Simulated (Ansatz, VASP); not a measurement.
## One calculation of Cu2B, two programs

```xyz
6
Lattice="0.0000 3.2835 3.2835 3.2835 0.0000 3.2835 3.2835 3.2835 0.0000" Properties=species:S:1:pos:R:3 pbc="T T T"
Cu    0.8209    0.8209    0.8209
Cu    0.8209    2.4626    2.4626
Cu    2.4626    2.4626    0.8209
Cu    2.4626    0.8209    2.4626
B     3.2835    3.2835    3.2835
B     4.9252    4.9252    4.9252
```

Alike in both runs: task single point; functional PBEsol; k mesh 5 × 5 × 5; occupations fermi-dirac, width 0.05 eV; no spin polarisation; Hubbard terms Cu d U = 6 eV.

|  | VASP | Ansatz |
| --- | --- | --- |
| version | VASP 6.6.1 | Ansatz 0.2.0 |
| potentials or method | VASP PAW PBE potentials, release 64 (Cu, B) | Ansatz PAW |
| plane-wave cutoff (eV) | 520 | 420 |
| valence electrons in the cell | 50 | 82 |

|  | VASP | Ansatz | Ansatz less VASP |
| --- | --- | --- | --- |
| gap on the k mesh at the Fermi level (eV) | none | none | - |
| pressure (GPa) | -10.2 | -3.9 | +6.33 |

VASP's potentials were made for PBE, not for PBEsol. The programs project onto different local orbitals, so the same U acts differently, and such runs can settle in different states. A gap of «none» marks a metal or a gap that the smearing closes. VASP's potentials hold 50 valence electrons a cell and Ansatz's 82, so a difference there can come from the potentials and not from the codes.
